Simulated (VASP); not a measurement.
# Cd3SeS2 (P1) in VASP: single point with PBE

Aim: the single point of Cd3SeS2 with PBE.

Everything below comes from runs of VASP 6.6.1. Logs are shortened: lines on timing, memory, paths and dates and some standing lists are left out, and cuts for length are marked.

## 1. The cell of the first run

The typed cell holds 12 atoms: a = 4.257 Å, b = 4.256 Å, c = 20.830 Å, α = 90.01°, β = 90.00°, γ = 120.02°.

## 2. Single point, PBE

File INCAR:

```
SYSTEM = Cd3SeS2
ALGO = Normal ; EDIFF = 1E-6
ENCUT = 520 ; GGA = PE
ISIF = 2 ; ISMEAR = 0
LASPH = .TRUE. ; LCHARG = .FALSE.
LREAL = .FALSE. ; LWAVE = .FALSE.
NBANDS = 66 ; NELM = 80
PREC = Accurate ; SIGMA = 0.1
```

File KPOINTS:

```
k-points
0
G
  6 6 1
  0 0 0
```

File POSCAR:

```
Cd3SeS2
1.0
    4.2572001156     -0.0003884310      0.0001741271
   -2.1289319193      3.6854345663     -0.0003939510
    0.0008979780     -0.0014711437     20.8300685383
Cd Se S
6 2 4
Direct
    0.6669360113      0.3319487671      0.9997895850
    0.6669178575      0.3331741830      0.3381008233
    0.6659924765      0.3335983066      0.6617782407
    0.3340137208      0.6666925074      0.1617866130
    0.3332704640      0.6680831515      0.4998072177
    0.3329164595      0.6666150931      0.8380813004
    0.6662658075      0.3333930046      0.7907239556
    0.3335757728      0.6663438616      0.2907330914
    0.6673003485      0.3334213239      0.1233203782
    0.6666048632      0.3346884264      0.4612847660
    0.3326433901      0.6668331142      0.6233256756
    0.3335628284      0.6652082609      0.9612683529
```

Potentials or basis: VASP PAW PBE potentials, release 64 (Cd, Se, S).

The run is started by

```console
$ cat potpaw_PBE.64/Cd/POTCAR potpaw_PBE.64/Se/POTCAR potpaw_PBE.64/S/POTCAR > POTCAR
$ mpirun -np 1 vasp_std > vasp.out
```

OUTCAR:

```text
SYSTEM = Cd3SeS2
   EDIFF = 1E-6
   ENCUT = 520
   GGA = PE
   ISIF = 2
   ISMEAR = 0
   LASPH = .TRUE.
   LREAL = .FALSE.
   NELM = 80
   PREC = Accurate

 ion  position               nearest neighbor table
   1  0.667  0.332  1.000-   9 2.57  12 2.58  12 2.58  12 2.59
   2  0.667  0.333  0.338-  10 2.57   8 2.65   8 2.65   8 2.65
   3  0.666  0.334  0.662-  11 2.58  11 2.58  11 2.58   7 2.69
   4  0.334  0.667  0.162-   9 2.58   9 2.58   9 2.58   8 2.69
   5  0.333  0.668  0.500-  11 2.57  10 2.58  10 2.59  10 2.59
   6  0.333  0.667  0.838-  12 2.57   7 2.65   7 2.65   7 2.65
   7  0.666  0.333  0.791-   6 2.65   6 2.65   6 2.65   3 2.69
   8  0.334  0.666  0.291-   2 2.65   2 2.65   2 2.65   4 2.69
   9  0.667  0.333  0.123-   1 2.57   4 2.58   4 2.58   4 2.58
  10  0.667  0.335  0.461-   2 2.57   5 2.58   5 2.59   5 2.59
  11  0.333  0.667  0.623-   5 2.57   3 2.58   3 2.58   3 2.58
  12  0.334  0.665  0.961-   6 2.57   1 2.58   1 2.58   1 2.59

  LATTYP: Found a base centered monoclinic cell.
 ALAT       =    47.1614182268
 B/A-ratio  =     0.0902687047
 C/A-ratio  =     0.4684875068
 COS(beta)  =    -0.9890862007

  Lattice vectors:

 A1 = (  -2.1285024513, -11.0540556932, -20.8292349395)
 A2 = (   2.1286976643, -11.0544441242, -20.8290608124)
 A3 = (   0.0002342550,   7.3690095579,  20.8294547634)

Analysis of symmetry for initial positions (statically):
=====================================================================
 Subroutine PRICEL returns:
 Original cell was already a primitive cell.

 Routine SETGRP: Setting up the symmetry group for a
 base centered monoclinic supercell.

 Subroutine GETGRP returns: Found  1 space group operations
 (whereof  1 operations were pure point group operations)
 out of a pool of  4 trial point group operations.

The static configuration has the point symmetry C_1 .

Analysis of symmetry for dynamics (positions and initial velocities):
=====================================================================
 Subroutine PRICEL returns:
 Original cell was already a primitive cell.

 Routine SETGRP: Setting up the symmetry group for a
 base centered monoclinic supercell.

 Subroutine GETGRP returns: Found  1 space group operations
 (whereof  1 operations were pure point group operations)
 out of a pool of  4 trial point group operations.

The dynamic configuration has the point symmetry C_1 .

 Subroutine INISYM returns: Found  1 space group operations
 (whereof  1 operations are pure point group operations),
 and found     1 'primitive' translations

----------------------------------------------------------------------------------------

                                     Primitive cell

  volume of cell :     326.7989

  direct lattice vectors                    reciprocal lattice vectors
     4.257200116 -0.000388431  0.000174127     0.234908551  0.135697515 -0.000000543
    -2.128931919  3.685434566 -0.000393951     0.000024758  0.271352726  0.000019163
     0.000897978 -0.001471144 20.830068538    -0.000001963  0.000003998  0.048007524

  length of vectors
     4.257200137  4.256146052 20.830068610     0.271285537  0.271352728  0.048007524

  position of ions in fractional coordinates (direct lattice)
     0.666936011  0.331948767  0.999789585
     0.666917858  0.333174183  0.338100823
     0.665992477  0.333598307  0.661778241
     0.334013721  0.666692507  0.161786613
     0.333270464  0.668083151  0.499807218
     0.332916459  0.666615093  0.838081300
     0.666265807  0.333393005  0.790723956
     0.333575773  0.666343862  0.290733091
     0.667300348  0.333421324  0.123320378
     0.666604863  0.334688426  0.461284766
     0.332643390  0.666833114  0.623325676
     0.333562828  0.665208261  0.961268353

  ion indices of the primitive-cell ions
   primitive index   ion index
                 1           1
                 2           2
                 3           3
                 4           4
                 5           5
                 6           6
                 7           7
                 8           8
                 9           9
                10          10
                11          11
                12          12

----------------------------------------------------------------------------------------

 KPOINTS: k-points

Automatic generation of k-mesh.
 Grid dimensions read from file:
 generate k-points for:    6    6    1

 Generating k-lattice:

  Cartesian coordinates                     Fractional coordinates (reciprocal lattice)
     0.039151425  0.022616252 -0.000000091     0.166666667 -0.000000000  0.000000000
     0.000004126  0.045225454  0.000003194     0.000000000  0.166666667  0.000000000
    -0.000001963  0.000003998  0.048007524     0.000000000 -0.000000000  1.000000000

  Length of vectors
     0.045214256  0.045225455  0.048007524

  Shift w.r.t. Gamma in fractional coordinates (k-lattice)
     0.000000000  0.000000000  0.000000000

 Subroutine IBZKPT returns following result:
 ===========================================

 Found     20 irreducible k-points:

 Following reciprocal coordinates:
            Coordinates               Weight
  0.000000  0.000000  0.000000      1.000000
  0.166667 -0.000000  0.000000      2.000000
  0.333333 -0.000000 -0.000000      2.000000
  0.500000  0.000000 -0.000000      1.000000
  0.000000  0.166667 -0.000000      2.000000
  0.166667  0.166667  0.000000      2.000000
[... 12 lines left out ...]
  0.333333  0.500000 -0.000000      2.000000
  0.500000  0.500000  0.000000      1.000000
   k-points           NKPTS =     20   k-points in BZ     NKDIM =     20   number of bands    NBANDS=     66
   number of dos      NEDOS =    301   number of ions     NIONS =     12
   total plane-waves  NPLWV = 163840
   dimension x,y,z NGX =    32 NGY =   32 NGZ =  160
   dimension x,y,z NGXF=    64 NGYF=   64 NGZF=  320
   ions per type =               6   2   4
   NGX,Y,Z   is equivalent  to a cutoff of  12.50, 12.50, 12.77 a.u.
   NGXF,Y,Z  is equivalent  to a cutoff of  24.99, 25.00, 25.54 a.u.
 SYSTEM =  Cd3SeS2
   PREC   = accura    normal or accurate (medium, high low for compatibility)
   ISTART =      0    job   : 0-new  1-cont  2-samecut
   ICHARG =      2    charge: 1-file 2-atom 10-const
   ISPIN  =      1    spin polarized calculation?
   LNONCOLLINEAR =      F non collinear calculations
   LSORBIT =      F    spin-orbit coupling
   LASPH  =      T    aspherical Exc in radial PAW
   ENCUT  =  520.0 eV  38.22 Ry    6.18 a.u.   7.92  7.91 38.73*2*pi/ulx,y,z
   NELM   =     80;   NELMIN=  2; NELMDL= -5     # of ELM steps
   EDIFF  = 0.1E-05   stopping-criterion for ELM
   LREAL  =      F    real-space projection
   EDIFFG = 0.1E-04   stopping-criterion for IOM
   NSW    =      0    number of steps for IOM
   IBRION =     -1    ionic relax: 0-MD 1-quasi-New 2-CG
   NFREE  =      0    steps in history (QN), initial steepest desc. (CG)
   ISIF   =      2    stress and relaxation
   ISYM   =      2    0-nonsym 1-usesym 2-fastsym
   POTIM  = 0.5000    time-step for ionic-motion
   TEBEG  =    0.0;   TEEND  =   0.0 temperature during run
   PSTRESS=    0.0 pullay stress
   NELECT =     108.0000    total number of electrons
   NUPDOWN=      -1.0000    fix difference up-down
   EMIN   =  10.00;   EMAX   =-10.00  energy-range for DOS
   EFERMI =   0.00;   METHOD = LEGACY
   ISMEAR =     0;   SIGMA  =   0.10  broadening in eV -4-tet -1-fermi 0-gaus
   EFERMI_NEDOS =   21; number of points for ismear=-14 and -15
   IALGO  =     38    algorithm
   IMIX   =      4    mixing-type and parameters
     AMIX     =   0.40;   BMIX     =  1.00
     AMIX_MAG =   1.60;   BMIX_MAG =  1.00
  volume/ion in A,a.u.               =      27.23       183.78
  Fermi-wavevector in a.u.,A,eV,Ry     =   1.131851  2.138888 17.430240  1.281086
  Thomas-Fermi vector in A             =   2.268551
   LORBIT       =      0    0 simple, 1 ext, 2 COOP (PROOUT), +10 PAW based schemes
   GGA     = PE    functional components
   LHFCALC =     F    Hartree Fock is set to
   AEXX    =    0.0000 exact exchange contribution
   IVDW    =     0    specifies the selected vdW correction
   LEPSILON=     F    determine dielectric tensor
   LRPA    =     F    only Hartree local field effects (RPA)
 non-spin polarized calculation
 Gauss-broadening in eV      SIGMA  =   0.10
  energy-cutoff  :      520.00
  volume of cell :      326.80
 maximum number of plane-waves:      8886
   NGX = 15   NGY = 15   NGZ = 77

 number of electron     108.0000015 magnetization

 Free energy of the ion-electron system (eV)
  ---------------------------------------------------
  ext. energy  EPLUGINS =         0.00000000
  ---------------------------------------------------
  free energy    TOTEN  =       -35.49871930 eV

  energy without entropy =      -35.49871929  energy(sigma->0) =      -35.49871929

 E-fermi :   1.3141     XC(G=0):  -8.8220

 val. band max:        0.9482738912   @ k =   0.0000   0.0000   0.0000
 cond. band min:       1.6711326312   @ k =   0.0000   0.0000   0.0000
 fundamental gap:      0.7228587400
 Fermi energy:         1.3141104631

 k-point     1 :       0.0000    0.0000    0.0000
  band No.  band energies     occupation
      1     -11.3827      2.00000
      2     -11.2999      2.00000
      3     -11.2773      2.00000
      4     -11.1171      2.00000
      5     -11.0876      2.00000
      6     -11.0116      2.00000
[... 58 lines left out ...]
     65       7.1284      0.00000
     66       7.1483      0.00000

 k-point     2 :       0.1667   -0.0000    0.0000
  band No.  band energies     occupation
      1     -11.3013      2.00000
      2     -11.2283      2.00000
      3     -11.2066      2.00000
      4     -11.0668      2.00000
      5     -11.0416      2.00000
      6     -10.9761      2.00000
[... 58 lines left out ...]
     65       6.5264      0.00000
     66       7.2523      0.00000

 k-point     3 :       0.3333   -0.0000   -0.0000
  band No.  band energies     occupation
      1     -11.1256      2.00000
      2     -11.0788      2.00000
      3     -11.0580      2.00000
      4     -10.9721      2.00000
      5     -10.9547      2.00000
      6     -10.9164      2.00000
[... 1162 lines left out ...]
     65       6.5004      0.00000
     66       6.8529      0.00000

 k-point    20 :       0.5000    0.5000    0.0000
  band No.  band energies     occupation
      1     -11.0218      2.00000
      2     -10.9964      2.00000
      3     -10.9756      2.00000
      4     -10.9337      2.00000
      5     -10.9179      2.00000
      6     -10.9019      2.00000
[... 58 lines left out ...]
     65       6.2652      0.00000
     66       6.8941      0.00000

------------------------ aborting loop because EDIFF is reached ----------------------------------------

  FORCE on cell =-STRESS in cart. coord.  units (eV):
  Direction    XX          YY          ZZ          XY          YZ          ZX
  --------------------------------------------------------------------------------------
  -------------------------------------------------------------------------------------
  Total        0.5336910      0.5505861      0.5731189      0.0035410      0.0034860     -0.0030449
  in kB        2.6164947      2.6993257      2.8097955      0.0173603      0.0170907     -0.0149279
  external PRESSURE =       2.7085386 kB  Pullay stress =       0.0000000 kB

 VOLUME and BASIS-vectors are now :
 -----------------------------------------------------------------------------
  energy-cutoff  :      520.00
  volume of cell :      326.80
      direct lattice vectors                 reciprocal lattice vectors
     4.257200116 -0.000388431  0.000174127     0.234908551  0.135697515 -0.000000543
    -2.128931919  3.685434566 -0.000393951     0.000024758  0.271352726  0.000019163
     0.000897978 -0.001471144 20.830068538    -0.000001963  0.000003998  0.048007524

 POSITION                                       TOTAL-FORCE (eV/Angst)
 -----------------------------------------------------------------------------------
      2.13348      1.22165     20.82567        -0.001089      0.001456     -0.002439
      2.13020      1.22714      7.04265        -0.000451      0.000450     -0.012897
      2.12565      1.22822     13.78487        -0.000125      0.000359      0.003773
      0.00277      2.45668      3.36982        -0.001149      0.000001      0.003093
     -0.00306      2.46131     10.41081         0.001008     -0.002534     -0.003762
     -0.00113      2.45540     17.45709         0.000579     -0.000256     -0.011919
      2.12737      1.22728     16.47082         0.000649     -0.000548     -0.002538
      0.00176      2.45521      6.05579        -0.000562      0.000899     -0.002063
      2.13111      1.22836      2.56876         0.000840     -0.001307      0.005095
      2.12576      1.23253      9.60858         0.000444     -0.000395      0.009135
     -0.00295      2.45652     12.98371         0.001140      0.000139      0.005543
      0.00472      2.45004     20.02308        -0.001285      0.001735      0.008979
 -----------------------------------------------------------------------------------
    total drift:                               -0.000023     -0.000007      0.002388

  FREE ENERGIE OF THE ION-ELECTRON SYSTEM (eV)
  ---------------------------------------------------
  free  energy   TOTEN  =       -35.4987192960 eV

  energy  without entropy=      -35.4987192867  energy(sigma->0) =      -35.49871929
```

Wall time 10 min (1 thread of AMD EPYC 7R13, shared host); peak memory 0.58 GiB.

What came out:

```
Free energy            : -35.4987 eV
Pressure               : 0.3 GPa
Largest force          : 0.013 eV/Å
Band gap on the k mesh : 0.72 eV
```

Forces in eV/Å, atoms in the order of the input:
```
Cd  -0.001  0.001 -0.002
Cd   0.000  0.000 -0.013
Cd   0.000  0.000  0.004
Cd  -0.001  0.000  0.003
Cd   0.001 -0.003 -0.004
Cd   0.001  0.000 -0.012
Se   0.001 -0.001 -0.003
Se  -0.001  0.001 -0.002
S    0.001 -0.001  0.005
S    0.000  0.000  0.009
S    0.001  0.000  0.006
S   -0.001  0.002  0.009
```

Caveat: semilocal functionals underestimate gaps, and a narrow one can read as zero.
